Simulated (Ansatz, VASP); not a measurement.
## Pt in VASP and in Ansatz

```xyz
1
Lattice="0.0000 2.0496 1.7563 2.0496 0.0000 1.7563 2.0496 2.0496 0.0000" Properties=species:S:1:pos:R:3 pbc="T T T"
Pt    0.0000    0.0000    0.0000
```

Alike in both runs: task single point; functional LDA; k mesh 22 × 22 × 22; occupations gaussian, width 0.15 eV; no spin polarisation.

```csv
,VASP,Ansatz
version,VASP 6.6.1,Ansatz 0.2.0
potentials or method,"VASP PAW LDA potentials, release 64 (Pt), cutoff 520 eV","scalar-relativistic, plane waves, PAW"
valence electrons in the cell,10,18
```

```tsv
	VASP	Ansatz	Ansatz less VASP
gap on the k mesh at the Fermi level (eV)	none	none	-
pressure (GPa)	2.5	1.7	-0.87
traceless stress, the component that is largest in VASP (GPa)	5.53	5.51	-0.027
```

Ansatz warns that its potentials were made for another functional, while VASP's fit it. LDA's correlation is that of Perdew and Zunger in VASP and of Perdew and Wang (1992) in Ansatz. A gap of «none» marks a metal or a gap that the smearing closes. VASP's potentials hold 10 valence electrons a cell and Ansatz's 18, so a difference there can come from the potentials and not from the codes.

Spin-orbit coupling is off throughout.
